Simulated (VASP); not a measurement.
# Pt (Cmcm) in VASP: single point with LDA

Aim: the single point of Pt with LDA.

All numbers are computed with VASP 6.6.1; they aren't measurements. Logs are shortened: lines on timing, memory, paths and dates and some standing lists are left out, and cuts for length are marked.

**1. The cell of the first run**

The structure is orthorhombic, space group Cmcm (No. 63). The conventional cell has a = 2.708 Å, b = 4.691 Å, c = 4.677 Å, α = 90.00°, β = 90.00°, γ = 90.00°. Pt (site symmetry m2m) has 14 Pt at 2.70 to 3.32 Å within 3.6 Å.

**2. Single point, LDA**

Contents of INCAR:

```
SYSTEM = Pt
PREC = Accurate ; ENCUT = 520
EDIFF = 1E-6 ; ISMEAR = 0
SIGMA = 0.15 ; LREAL = .False.
LASPH = .True. ; NELM = 80
ALGO = Fast ; ISIF = 2
LWAVE = .False. ; LCHARG = .False.
GGA = CA ; NBANDS = 28
```

Contents of KPOINTS:

```
regular mesh
0
Gamma
  18 18 6
  0 0 0
```

Contents of POSCAR:

```
Pt
1.0
    2.7082945870      0.0000000000      0.0000000000
   -1.3541472935      2.3454519133      0.0000000000
    0.0000000000      0.0000000000      9.3530207388
Pt
4
Direct
    0.4982521781      0.2491333511      0.3750000000
    0.4982521781      0.2491333511      0.8750000000
    0.5017478219      0.7508666489      0.1250000000
    0.5017478219      0.7508666489      0.6250000000
```

Potentials or basis: VASP PAW LDA potentials, release 64 (Pt).

Launch:

```bash
> cat potpaw_LDA.64/Pt/POTCAR > POTCAR
> mpirun -np 1 vasp_std > vasp.out
```

OUTCAR:

```text
SYSTEM = Pt
   PREC = Accurate
   ENCUT = 520
   EDIFF = 1E-6
   ISMEAR = 0
   LREAL = .False.
   LASPH = .True.
   NELM = 80
   ISIF = 2
   GGA = CA

 ion  position               nearest neighbor table
   1  0.498  0.249  0.375-   3 2.70   4 2.70   3 2.70   4 2.70   3 3.31   4 3.31   3 3.32   4 3.32

   2  0.498  0.249  0.875-   3 2.70   4 2.70   3 2.70   4 2.70   3 3.31   4 3.31   3 3.32   4 3.32

   3  0.502  0.751  0.125-   1 2.70   2 2.70   1 2.70   2 2.70   1 3.31   2 3.31   1 3.32   2 3.32
[... 9 lines left out ...]
 A1 = (   2.7082945870,   0.0000000000,   0.0000000000)
 A2 = (  -1.3541472935,   2.3454519133,   0.0000000000)
 A3 = (   0.0000000000,   0.0000000000,   9.3530207388)

Analysis of symmetry for initial positions (statically):
=====================================================================
 Subroutine PRICEL returns following result:

  LATTYP: Found a hexagonal cell.
 ALAT       =     2.7082945870
 C/A-ratio  =     1.7267362243

  Lattice vectors:

 A1 = (   2.7082945870,   0.0000000000,   0.0000000000)
 A2 = (  -1.3541472935,   2.3454519133,   0.0000000000)
 A3 = (   0.0000000000,   0.0000000000,   4.6765103694)

   2 primitive cells build up your supercell.

 Routine SETGRP: Setting up the symmetry group for a
 hexagonal supercell.

 Subroutine GETGRP returns: Found  4 space group operations
 (whereof  2 operations were pure point group operations)
 out of a pool of 24 trial point group operations.

The static configuration has the point symmetry S_2 .
 The point group associated with its full space group is C_2h.

Analysis of symmetry for dynamics (positions and initial velocities):
=====================================================================
 Subroutine PRICEL returns following result:

  LATTYP: Found a hexagonal cell.
 ALAT       =     2.7082945870
 C/A-ratio  =     1.7267362243

  Lattice vectors:

 A1 = (   2.7082945870,   0.0000000000,   0.0000000000)
 A2 = (  -1.3541472935,   2.3454519133,   0.0000000000)
 A3 = (   0.0000000000,   0.0000000000,   4.6765103694)

   2 primitive cells build up your supercell.

 Routine SETGRP: Setting up the symmetry group for a
 hexagonal supercell.

 Subroutine GETGRP returns: Found  4 space group operations
 (whereof  2 operations were pure point group operations)
 out of a pool of 24 trial point group operations.
[... 98 lines left out ...]
   LSORBIT =      F    spin-orbit coupling
   LASPH  =      T    aspherical Exc in radial PAW
   ENCUT  =  520.0 eV  38.22 Ry    6.18 a.u.   5.04  5.04 17.39*2*pi/ulx,y,z
   NELM   =     80;   NELMIN=  2; NELMDL= -5     # of ELM steps
   EDIFF  = 0.1E-05   stopping-criterion for ELM
   LREAL  =      F    real-space projection
   EDIFFG = 0.1E-04   stopping-criterion for IOM
   NSW    =      0    number of steps for IOM
   IBRION =     -1    ionic relax: 0-MD 1-quasi-New 2-CG
   NFREE  =      0    steps in history (QN), initial steepest desc. (CG)
   ISIF   =      2    stress and relaxation
   ISYM   =      2    0-nonsym 1-usesym 2-fastsym
   POTIM  = 0.5000    time-step for ionic-motion
   TEBEG  =    0.0;   TEEND  =   0.0 temperature during run
   PSTRESS=    0.0 pullay stress
   NELECT =      40.0000    total number of electrons
   NUPDOWN=      -1.0000    fix difference up-down
   EMIN   =  10.00;   EMAX   =-10.00  energy-range for DOS
   EFERMI =   0.00;   METHOD = LEGACY
   ISMEAR =     0;   SIGMA  =   0.15  broadening in eV -4-tet -1-fermi 0-gaus
   EFERMI_NEDOS =   21; number of points for ismear=-14 and -15
   IALGO  =     68    algorithm
   IMIX   =      4    mixing-type and parameters
     AMIX     =   0.40;   BMIX     =  1.00
     AMIX_MAG =   1.60;   BMIX_MAG =  1.00
  volume/ion in A,a.u.               =      14.85       100.23
  Fermi-wavevector in a.u.,A,eV,Ry     =   1.434840  2.711454 28.011198  2.058765
  Thomas-Fermi vector in A             =   2.554204
   LORBIT       =      0    0 simple, 1 ext, 2 COOP (PROOUT), +10 PAW based schemes
   GGA     = CA    functional components
   LHFCALC =     F    Hartree Fock is set to
   AEXX    =    0.0000 exact exchange contribution
   IVDW    =     0    specifies the selected vdW correction
   LEPSILON=     F    determine dielectric tensor
   LRPA    =     F    only Hartree local field effects (RPA)
 non-spin polarized calculation
 RMM-DIIS sequential band-by-band and
 Gauss-broadening in eV      SIGMA  =   0.15
  energy-cutoff  :      520.00
  volume of cell :       59.41
 maximum number of plane-waves:      1629
   NGX = 11   NGY = 11   NGZ = 35

 number of electron      39.9999994 magnetization

 Free energy of the ion-electron system (eV)
  ---------------------------------------------------
  ext. energy  EPLUGINS =         0.00000000
  ---------------------------------------------------
  free energy    TOTEN  =       -29.98111497 eV

  energy without entropy =      -29.93244298  energy(sigma->0) =      -29.95677897

 E-fermi :  11.3899     XC(G=0): -13.7650

 val. band max:       11.3878476276   @ k =   0.1111   0.2778   0.0000
 cond. band min:      11.3918824177   @ k =  -0.0556   0.3889   0.1667
 fundamental gap:      0.0040347900
 Fermi energy:        11.3898855415

 k-point     1 :       0.0000    0.0000    0.0000
  band No.  band energies     occupation
      1       1.0256      2.00000
      2       2.8682      2.00000
      3       2.8682      2.00000
      4       3.7156      2.00000
      5       6.2578      2.00000
      6       6.9327      2.00000
[... 733 lines left out ...]
     27      19.4769      0.00000
     28      21.8641      0.00000

 [... further k-points ...]

------------------------ aborting loop because EDIFF is reached ----------------------------------------

  FORCE on cell =-STRESS in cart. coord.  units (eV):
  Direction    XX          YY          ZZ          XY          YZ          ZX
  --------------------------------------------------------------------------------------
  -------------------------------------------------------------------------------------
  Total        0.6164364      0.0313002      1.3966881      0.5067191      0.0000000      0.0000000
  in kB       16.6235784      0.8440783     37.6648002     13.6648086      0.0000000      0.0000000
  external PRESSURE =      18.3774856 kB  Pullay stress =       0.0000000 kB

 VOLUME and BASIS-vectors are now :
 -----------------------------------------------------------------------------
  energy-cutoff  :      520.00
  volume of cell :       59.41
      direct lattice vectors                 reciprocal lattice vectors
     2.708294587  0.000000000  0.000000000     0.369236052  0.213178534  0.000000000
    -1.354147294  2.345451913  0.000000000     0.000000000  0.426357068  0.000000000
     0.000000000  0.000000000  9.353020739     0.000000000  0.000000000  0.106917329

 POSITION                                       TOTAL-FORCE (eV/Angst)
 -----------------------------------------------------------------------------------
      1.01205      0.58433      3.50738         0.005550      0.003041     -0.000000
      1.01205      0.58433      8.18389         0.005550      0.003041     -0.000000
      0.34210      1.76112      1.16913        -0.005550     -0.003041     -0.000000
      0.34210      1.76112      5.84564        -0.005550     -0.003041      0.000000
 -----------------------------------------------------------------------------------
    total drift:                               -0.000000     -0.000000      0.000000

  FREE ENERGIE OF THE ION-ELECTRON SYSTEM (eV)
  ---------------------------------------------------
  free  energy   TOTEN  =       -29.9811149708 eV

  energy  without entropy=      -29.9324429767  energy(sigma->0) =      -29.95677897
```

stdout:

```text
POSCAR found type information on POSCAR Pt
 POSCAR found :  1 types and       4 ions
 scaLAPACK will be used
 LDA part: xc-table for (Slater(with rela. corr.)+CA(PZ))
 , standard interpolation
 POSCAR, INCAR and KPOINTS ok, starting setup
 FFT: planning ... GRIDC
 FFT: planning ... GRID_SOFT
 FFT: planning ... GRID
 WAVECAR not read
 entering main loop
```

Wall time 7.2 min (1 thread of AMD EPYC 9R45 (Zen 5), shared host); peak memory 0.76 GiB.

What came out:

| Item | Value |
| --- | --- |
| Free energy | -29.9811 eV |
| Pressure | 1.8 GPa |
| Largest force | 0.006 eV/Å |
| Band gap on the k mesh | zero (band 20 reaches 12.09 eV, above the bottom of band 21 at 10.07 eV) |

Forces on the atoms (eV/Å):
```
Pt   0.006  0.003  0.000
Pt   0.006  0.003  0.000
Pt  -0.006 -0.003  0.000
Pt  -0.006 -0.003  0.000
```

Levels at points of the mesh, in eV from the Fermi level:
| k point | band 16 | band 17 | band 18 | band 19 | band 20 | band 21 | band 22 | band 23 | band 24 | band 25 |
| --- | --- | --- | --- | --- | --- | --- | --- | --- | --- | --- |
| (0.00, 0.00, 0.00) | -3.04 | -1.57 | -1.45 | -1.45 | -1.03 | -1.03 | -0.92 | -0.38 | 0.70 | 5.50 |
| (0.50, 0.00, 0.00) | 0.23 | 0.27 | 0.45 | 0.45 | 0.67 | 0.80 | 3.51 | 3.51 | 5.36 | 5.36 |
| (0.00, 0.50, 0.00) | 0.35 | 0.43 | 0.44 | 0.55 | 0.55 | 0.70 | 0.70 | 3.16 | 3.17 | 7.53 |
| (0.50, 0.50, 0.00) | 0.35 | 0.43 | 0.44 | 0.55 | 0.55 | 0.70 | 0.70 | 3.16 | 3.17 | 7.53 |
| (0.00, 0.00, 0.50) | -2.64 | -2.58 | -2.58 | -1.42 | -1.42 | -0.59 | -0.59 | -0.01 | -0.01 | 8.05 |
| (0.50, 0.00, 0.50) | -0.59 | 0.29 | 0.29 | 0.60 | 0.60 | 1.25 | 1.25 | 5.08 | 5.08 | 5.40 |
| (0.00, 0.50, 0.50) | -1.41 | 0.44 | 0.44 | 0.44 | 0.44 | 2.48 | 2.48 | 2.50 | 2.50 | 7.98 |
| (0.50, 0.50, 0.50) | -1.41 | 0.44 | 0.44 | 0.44 | 0.44 | 2.48 | 2.48 | 2.50 | 2.50 | 7.98 |

Caveat: spin-orbit coupling is left out, which moves the levels of the heavy elements.
